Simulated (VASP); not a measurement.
Wanted: the native input for a VASP 6.6.1 run.

| Quantity | Value |
| --- | --- |
| Task | single point |
| Functional | PBE |
| Potentials or basis | VASP PAW PBE potentials, release 64 (C, F, H) |
| Cutoff | 520 eV |
| k mesh | 2 × 2 × 1 |
| Occupations | gaussian, width 0.02 eV |
| Spin | no spin polarisation |
| Dipole correction | no |
| Further INCAR settings | LREAL = Auto; ALGO = Normal; EDIFF = 1e-06; NBANDS = 56 |

The structure of HC18F lies in POSCAR:

```
HC18F
1.0
    7.3980000000      0.0000000000      0.0000000000
   -3.6990000000      6.4068560000      0.0000000000
    0.0000000000      0.0000000000     12.0000000000
C F H
18 1 1
Direct
   -0.0094677266     -0.0045850882      0.0742320000
    0.2102780700      0.1054693597      0.0739590833
   -0.0117760561      0.3278690827      0.0745081667
    0.2128881740      0.4400434472      0.0742177500
   -0.0108119013      0.6633840373      0.0738802500
    0.2115248152      0.7745243533      0.0738996667
    0.3214014542     -0.0057207467      0.0737150833
    0.5458045536      0.1065104319      0.0734518333
    0.3225379532      0.3299637139      0.0739483333
    0.5448468887      0.4411655264      0.0737205000
    0.3238208461      0.6623540470      0.0739593333
    0.5435552630      0.7720872765      0.0738636667
    0.6554961688     -0.0035824123      0.0737753333
    0.8780791615      0.1076243949      0.0745090000
    0.6570421170      0.3289644718      0.0734674167
    0.8768093368      0.4390431126      0.0738052500
    0.6547194587      0.6609252651      0.0738920000
    0.8791924728      0.7731135209      0.0739609167
    0.8299102762      0.2146261755      0.3379385833
    0.8741255035      0.2185827183      0.2642954167
```

One way to write it, as run:

INCAR

```
SYSTEM = HC18F
PREC = Accurate
ENCUT = 520
EDIFF = 1E-6
ISMEAR = 0
SIGMA = 0.02
LREAL = Auto
LASPH = .True.
NELM = 80
ALGO = Normal
ISIF = 2
LWAVE = .False.
LCHARG = .False.
GGA = PE
NBANDS = 56
```

KPOINTS

```
Automatic mesh
0
Gamma
  2 2 1
  0 0 0
```

Potentials or basis: VASP PAW PBE potentials, release 64 (C, F, H).

The run is started by

```sh
$ cat potpaw_PBE.64/C/POTCAR potpaw_PBE.64/F/POTCAR potpaw_PBE.64/H/POTCAR > POTCAR
$ mpirun -np 1 vasp_std > vasp.out
```

It gave:

| Property | Result |
| --- | --- |
| Largest force | 0.301 eV/Å |
| Band gap on the k mesh | 0.20 eV |

Caveat: the k points lie up to 0.49 Å⁻¹ apart.

Run time: 5.3 min on 1 thread of Intel(R) Xeon(R) Platinum 8259CL CPU @ 2.50GHz (Skylake/Cascade Lake), on a shared host, peak memory 0.6 GiB.
